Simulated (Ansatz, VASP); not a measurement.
Cu: VASP beside Ansatz

```
Cu
1.0
    11.57025    0.00000    0.00000
     0.00000    2.23821    0.00000
    -4.59562    0.00000   21.74339
Cu
1
Direct
  0.50000 0.50000 0.50000
```

Alike in both runs: task single point; functional PBEsol; dispersion D3(BJ); k mesh 2 × 8 × 1; occupations gaussian, width 0.1 eV; no spin polarisation.

|  | VASP | Ansatz |
| --- | --- | --- |
| version | VASP 6.6.1 | Ansatz 0.2.0 |
| potentials or method | VASP PAW PBE potentials, release 64 (Cu), cutoff 520 eV | scalar-relativistic, plane waves, PAW |
| valence electrons in the cell | 11 | 19 |

VASP gave:

| Quantity | Value |
| --- | --- |
| gap on the k mesh at the Fermi level (eV) | none |
| pressure (GPa) | 0.0 |
| traceless stress, the component that is largest in VASP (GPa) | 0.07 |

**Question.** What did Ansatz give for the same quantities?

**Answer.** gap on the k mesh at the Fermi level (eV): none; pressure (GPa): 0.0; traceless stress, the component that is largest in VASP (GPa): 0.05.

VASP's potentials were made for PBE, not for PBEsol. A gap of «none» marks a metal or a gap that the smearing closes. VASP's potentials hold 11 valence electrons a cell and Ansatz's 19, so a difference there can come from the potentials and not from the codes.
